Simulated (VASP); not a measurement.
The system is CuO.

```
CELL_PARAMETERS angstrom
2.32891 -1.70190 0.00000
2.32891 1.70190 0.00000
-0.85477 0.00000 5.02548
ATOMIC_POSITIONS crystal
Cu 0.00320 0.49680 0.00000
Cu 0.49680 0.00320 0.50000
O 0.57140 0.40560 0.25370
O 0.40560 0.57140 0.75370
```

Program: VASP 6.6.1. Alike in all runs: task single point; no spin polarisation; cell as given; k mesh 10 × 10 × 5; cutoff (eV) 520; smearing fermi-dirac 0.05 eV.

Task: Order these runs on this cell by their pressure, lowest first.
A. level LDA; potentials or basis VASP PAW LDA potentials, release 64 (Cu, O)
B. level BLYP; potentials or basis VASP PAW PBE potentials, release 64 (Cu, O)
C. level r2SCAN; potentials or basis VASP PAW PBE potentials, release 64 (Cu, O)

Result: A (-5.3 GPa), C (3.6 GPa), B (17.6 GPa).

Caveats: the cell stands under pressure (at least some runs); the PAW data sets were made with another functional, which shifts forces and pressure a little (at least some runs); the cell stands under tension (at least some runs).
